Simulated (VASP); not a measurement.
# Au (Fm-3m) in VASP: notebook

The runs below take Au through single point, relaxation of cell and atoms, with PBE, RPBE.

Everything below comes from runs of VASP 6.6.1. Logs are shortened: lines on timing, memory, paths and dates and some standing lists are left out, and cuts for length are marked.

## Step 1: The cell of the first run

It takes space group Fm-3m (No. 225, cubic). Conventional cell: a = 4.158 Å, b = 4.158 Å, c = 4.158 Å, α = 90.00°, β = 90.00°, γ = 90.00°. Within 3.9 Å of Au (site symmetry m-3m) lie 12 Au at 2.94 Å.

## Step 2: Single point, PBE

INCAR

```
ALGO = Normal ; EDIFF = 1E-6
ENCUT = 520 ; GGA = PE
ISIF = 2 ; ISMEAR = -1
LASPH = True ; LCHARG = True
LELF = True ; LREAL = False
LVHAR = True ; LWAVE = False
NBANDS = 12 ; NELM = 100
PREC = Accurate ; SIGMA = 0.05
```

KPOINTS

```
k-points
0
Gamma
  18 18 18
```

POSCAR

```
Au
1.0
    0.0000000000      2.0789639817      2.0789639817
    2.0789639817      0.0000000000      2.0789639817
    2.0789639817      2.0789639817      0.0000000000
Au
1
Direct
    0.0000000000      0.0000000000      0.0000000000
```

Potentials or basis: VASP PAW PBE potentials, release 64 (Au).

Launch:

```bash
> cat potpaw_PBE.64/Au/POTCAR > POTCAR
> mpirun -np 1 vasp_std > vasp.out
```

OUTCAR:

```text
EDIFF = 1E-6
   ENCUT = 520
   GGA = PE
   ISIF = 2
   ISMEAR = -1
   LASPH = True
   LREAL = False
   NELM = 100
   PREC = Accurate

 ion  position               nearest neighbor table
   1  0.000  0.000  0.000-

  LATTYP: Found a face centered cubic cell.
 ALAT       =     4.1579279634

  Lattice vectors:

 A1 = (   0.0000000000,   2.0789639817,   2.0789639817)
 A2 = (   2.0789639817,   0.0000000000,   2.0789639817)
 A3 = (   2.0789639817,   2.0789639817,   0.0000000000)

Analysis of symmetry for initial positions (statically):
=====================================================================
 Subroutine PRICEL returns:
 Original cell was already a primitive cell.

 Routine SETGRP: Setting up the symmetry group for a
 face centered cubic supercell.

 Subroutine GETGRP returns: Found 48 space group operations
 (whereof 48 operations were pure point group operations)
 out of a pool of 48 trial point group operations.

The static configuration has the point symmetry O_h .

Analysis of symmetry for dynamics (positions and initial velocities):
=====================================================================
 Subroutine PRICEL returns:
 Original cell was already a primitive cell.

 Routine SETGRP: Setting up the symmetry group for a
 face centered cubic supercell.

 Subroutine GETGRP returns: Found 48 space group operations
 (whereof 48 operations were pure point group operations)
 out of a pool of 48 trial point group operations.

The dynamic configuration has the point symmetry O_h .

 Subroutine INISYM returns: Found 48 space group operations
 (whereof 48 operations are pure point group operations),
 and found     1 'primitive' translations

----------------------------------------------------------------------------------------

                                     Primitive cell

  volume of cell :      17.9709

  direct lattice vectors                    reciprocal lattice vectors
     0.000000000  2.078963982  2.078963982    -0.240504407  0.240504407  0.240504407
     2.078963982  0.000000000  2.078963982     0.240504407 -0.240504407  0.240504407
     2.078963982  2.078963982  0.000000000     0.240504407  0.240504407 -0.240504407

  length of vectors
     2.940099059  2.940099059  2.940099059     0.416565853  0.416565853  0.416565853

  position of ions in fractional coordinates (direct lattice)
     0.000000000  0.000000000  0.000000000

  ion indices of the primitive-cell ions
   primitive index   ion index
                 1           1

----------------------------------------------------------------------------------------

 KPOINTS: k-points

Automatic generation of k-mesh.
 Grid dimensions read from file:
 generate k-points for:   18   18   18

 Generating k-lattice:

  Cartesian coordinates                     Fractional coordinates (reciprocal lattice)
    -0.013361356  0.013361356  0.013361356     0.055555556  0.000000000  0.000000000
     0.013361356 -0.013361356  0.013361356     0.000000000  0.055555556  0.000000000
     0.013361356  0.013361356 -0.013361356     0.000000000  0.000000000  0.055555556

  Length of vectors
     0.023142547  0.023142547  0.023142547

  Shift w.r.t. Gamma in fractional coordinates (k-lattice)
     0.000000000  0.000000000  0.000000000

 Subroutine IBZKPT returns following result:
 ===========================================

 Found    195 irreducible k-points:

 Following reciprocal coordinates:
            Coordinates               Weight
  0.000000  0.000000  0.000000      1.000000
  0.055556  0.000000  0.000000      8.000000
  0.111111  0.000000  0.000000      8.000000
  0.166667  0.000000  0.000000      8.000000
  0.222222  0.000000  0.000000      8.000000
  0.277778  0.000000  0.000000      8.000000
[... 16 lines left out ...]
 -0.277778  0.055556  0.000000     24.000000
 -0.222222  0.055556  0.000000     24.000000
 [... further k-points ...]
   k-points           NKPTS =    195   k-points in BZ     NKDIM =    195   number of bands    NBANDS=     12
   number of dos      NEDOS =    301   number of ions     NIONS =      1
   total plane-waves  NPLWV =  13824
   dimension x,y,z NGX =    24 NGY =   24 NGZ =   24
   dimension x,y,z NGXF=    48 NGYF=   48 NGZF=   48
   ions per type =               1
   NGX,Y,Z   is equivalent  to a cutoff of  13.57, 13.57, 13.57 a.u.
   NGXF,Y,Z  is equivalent  to a cutoff of  27.14, 27.14, 27.14 a.u.
 SYSTEM =  unknown system
   PREC   = accura    normal or accurate (medium, high low for compatibility)
   ISTART =      0    job   : 0-new  1-cont  2-samecut
   ICHARG =      2    charge: 1-file 2-atom 10-const
   ISPIN  =      1    spin polarized calculation?
   LNONCOLLINEAR =      F non collinear calculations
   LSORBIT =      F    spin-orbit coupling
   LASPH  =      T    aspherical Exc in radial PAW
   ENCUT  =  520.0 eV  38.22 Ry    6.18 a.u.   5.47  5.47  5.47*2*pi/ulx,y,z
   NELM   =    100;   NELMIN=  2; NELMDL= -5     # of ELM steps
   EDIFF  = 0.1E-05   stopping-criterion for ELM
   LREAL  =      F    real-space projection
   EDIFFG = 0.1E-04   stopping-criterion for IOM
   NSW    =      0    number of steps for IOM
   IBRION =     -1    ionic relax: 0-MD 1-quasi-New 2-CG
   NFREE  =      0    steps in history (QN), initial steepest desc. (CG)
   ISIF   =      2    stress and relaxation
   ISYM   =      2    0-nonsym 1-usesym 2-fastsym
   POTIM  = 0.5000    time-step for ionic-motion
   TEBEG  =    0.0;   TEEND  =   0.0 temperature during run
   PSTRESS=    0.0 pullay stress
   NELECT =      11.0000    total number of electrons
   NUPDOWN=      -1.0000    fix difference up-down
   EMIN   =  10.00;   EMAX   =-10.00  energy-range for DOS
   EFERMI =   0.00;   METHOD = LEGACY
   ISMEAR =    -1;   SIGMA  =   0.05  broadening in eV -4-tet -1-fermi 0-gaus
   EFERMI_NEDOS =   21; number of points for ismear=-14 and -15
   IALGO  =     38    algorithm
   IMIX   =      4    mixing-type and parameters
     AMIX     =   0.40;   BMIX     =  1.00
     AMIX_MAG =   1.60;   BMIX_MAG =  1.00
  volume/ion in A,a.u.               =      17.97       121.27
  Fermi-wavevector in a.u.,A,eV,Ry     =   1.390002  2.626723 26.287893  1.932106
  Thomas-Fermi vector in A             =   2.513979
   LORBIT       =      0    0 simple, 1 ext, 2 COOP (PROOUT), +10 PAW based schemes
   GGA     = PE    functional components
   LHFCALC =     F    Hartree Fock is set to
   AEXX    =    0.0000 exact exchange contribution
   IVDW    =     0    specifies the selected vdW correction
   LEPSILON=     F    determine dielectric tensor
   LRPA    =     F    only Hartree local field effects (RPA)
 non-spin polarized calculation
  energy-cutoff  :      520.00
  volume of cell :       17.97
 maximum number of plane-waves:       531
 NGX is ok and might be reduce to    24
   NGX = 11   NGY = 11   NGZ = 11

 number of electron      11.0000001 magnetization

 Free energy of the ion-electron system (eV)
  ---------------------------------------------------
  ext. energy  EPLUGINS =         0.00000000
  ---------------------------------------------------
  free energy    TOTEN  =        -3.22276651 eV

  energy without entropy =       -3.22068118  energy(sigma->0) =       -3.22172384

 E-fermi :   8.5685     XC(G=0): -12.4006

 val. band max:        8.5505086526   @ k =   0.5000   0.2778   0.1111
 cond. band min:       8.5947443650   @ k =   0.5000   0.1667   0.0556
 fundamental gap:      0.0442357124
 Fermi energy:         8.5685258873

 k-point     1 :       0.0000    0.0000    0.0000
  band No.  band energies     occupation
      1      -0.6931      2.00000
      2       4.1967      2.00000
      3       4.1967      2.00000
      4       4.1967      2.00000
      5       5.5752      2.00000
      6       5.5752      2.00000
      7      23.1952      0.00000
      8      26.8889      0.00000
      9      26.8889      0.00000
     10      26.8889      0.00000
     11      31.6279      0.00000
     12      35.7086      0.00000

 k-point     2 :       0.0556    0.0000    0.0000
  band No.  band energies     occupation
      1      -0.5902      2.00000
      2       4.1650      2.00000
      3       4.2312      2.00000
      4       4.2312      2.00000
      5       5.5601      2.00000
      6       5.5601      2.00000
      7      23.3072      0.00000
      8      26.1716      0.00000
      9      27.0006      0.00000
     10      27.0006      0.00000
     11      32.1893      0.00000
     12      34.4689      0.00000

 k-point     3 :       0.1111    0.0000    0.0000
  band No.  band energies     occupation
      1      -0.2895      2.00000
      2       4.0846      2.00000
      3       4.3211      2.00000
      4       4.3211      2.00000
      5       5.5295      2.00000
      6       5.5295      2.00000
      7      23.5190      0.00000
      8      24.7200      0.00000
      9      27.3115      0.00000
     10      27.3115      0.00000
     11      31.7548      0.00000
     12      33.8604      0.00000
[... 286 lines left out ...]
 k-point    23 :      -0.2778    0.0556    0.0000
  band No.  band energies     occupation
      1       1.5077      2.00000
      2       4.2551      2.00000
      3       4.4448      2.00000
      4       4.4481      2.00000
      5       5.7540      2.00000
      6       6.2400      2.00000
      7      17.6736      0.00000
      8      23.7493      0.00000
      9      26.0269      0.00000
     10      28.5056      0.00000
     11      29.8180      0.00000
     12      31.1902      0.00000

 k-point    24 :      -0.2222    0.0556    0.0000
  band No.  band energies     occupation
      1       1.0278      2.00000
      2       3.9676      2.00000
      3       4.4797      2.00000
      4       4.5118      2.00000
      5       5.4961      2.00000
      6       5.9342      2.00000
      7      19.8480      0.00000
      8      24.1054      0.00000
      9      26.6329      0.00000
     10      29.0699      0.00000
     11      29.3880      0.00000
     12      30.9420      0.00000

 [... further k-points ...]

------------------------ aborting loop because EDIFF is reached ----------------------------------------

  FORCE on cell =-STRESS in cart. coord.  units (eV):
  Direction    XX          YY          ZZ          XY          YZ          ZX
  --------------------------------------------------------------------------------------
  -------------------------------------------------------------------------------------
  Total       -0.0274336     -0.0274336     -0.0274336      0.0000000      0.0000000     -0.0000000
  in kB       -2.4458117     -2.4458117     -2.4458117      0.0000000      0.0000000     -0.0000000
  external PRESSURE =      -2.4458117 kB  Pullay stress =       0.0000000 kB

 VOLUME and BASIS-vectors are now :
 -----------------------------------------------------------------------------
  energy-cutoff  :      520.00
  volume of cell :       17.97
      direct lattice vectors                 reciprocal lattice vectors
     0.000000000  2.078963982  2.078963982    -0.240504407  0.240504407  0.240504407
     2.078963982  0.000000000  2.078963982     0.240504407 -0.240504407  0.240504407
     2.078963982  2.078963982  0.000000000     0.240504407  0.240504407 -0.240504407

 POSITION                                       TOTAL-FORCE (eV/Angst)
 -----------------------------------------------------------------------------------
      0.00000      0.00000      0.00000         0.000000     -0.000000      0.000000
 -----------------------------------------------------------------------------------
    total drift:                               -0.000000      0.000000      0.000000

  FREE ENERGIE OF THE ION-ELECTRON SYSTEM (eV)
  ---------------------------------------------------
  free  energy   TOTEN  =        -3.2227665077 eV

  energy  without entropy=       -3.2206811820  energy(sigma->0) =       -3.22172384
```

Wall time 31 s (1 thread of Intel Xeon 8259CL, shared host); peak memory 0.17 GiB.

What came out:

| Quantity | Value |
| --- | --- |
| Free energy | -3.2228 eV |
| Pressure | -0.2 GPa |
| Band gap on the k mesh | zero (an odd number of electrons rules out a gap without spin polarisation) |

Levels at points of the mesh, in eV from the Fermi level:
| k point | band 2 | band 3 | band 4 | band 5 | band 6 | band 7 | band 8 | band 9 | band 10 | band 11 |
| --- | --- | --- | --- | --- | --- | --- | --- | --- | --- | --- |
| (0.00, 0.00, 0.00) | -4.37 | -4.37 | -4.37 | -2.99 | -2.99 | 14.63 | 18.32 | 18.32 | 18.32 | 23.06 |
| (0.50, 0.00, 0.00) | -4.40 | -4.40 | -1.90 | -1.90 | -0.67 | 2.84 | 14.07 | 16.77 | 16.77 | 24.18 |
| (0.50, 0.50, 0.00) | -6.25 | -1.94 | -1.61 | -1.61 | 1.21 | 5.40 | 9.90 | 9.90 | 16.68 | 19.14 |

Caveat: spin-orbit coupling is left out, which moves the levels of the heavy elements.

[end of part 1 of 3]

The gap in the log of VASP goes by the Fermi energy; the results here count the filled bands.